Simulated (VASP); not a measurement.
A run of VASP 6.6.1 is set up as follows.

The input INCAR:

```
SYSTEM = Ag
ALGO = Normal
EDIFF = 1E-6
ENCUT = 520
GGA = PS
ISIF = 2
ISMEAR = -1
LASPH = .True.
LCHARG = .True.
LELF = .True.
LREAL = .False.
LVHAR = .True.
LWAVE = .False.
NBANDS = 24
NELM = 60
PREC = Accurate
SIGMA = 0.1
```

KPOINTS

```
k-points
0
Gamma
  9 9 13
  0 0 0
```

File POSCAR:

```
Ag
1.0
    4.7363987546      0.0000000000      0.0000000000
   -2.3681993773      4.1018416439      0.0000000000
    0.0000000000      0.0000000000      2.8378813161
Ag
3
Direct
    0.0000000000      1.0000000000      0.0000000000
    0.3333333333      0.6666666667      0.5000000000
    0.6666666667      0.3333333333      0.5000000000
```

Potentials or basis: VASP PAW PBE potentials, release 64 (Ag).

Run with:

```bash
$ cat potpaw_PBE.64/Ag/POTCAR > POTCAR
$ mpirun -np 1 vasp_std > vasp.out
```

**Question.** Predict the pressure.

**Answer.** -7.1 GPa.

Stress tensor (GPa, compression positive):
```
-7.01  0.00  0.00
 0.00 -7.01  0.00
 0.00  0.00 -7.18
```

Caveat: the PAW data sets were made with another functional, which shifts forces and pressure a little.
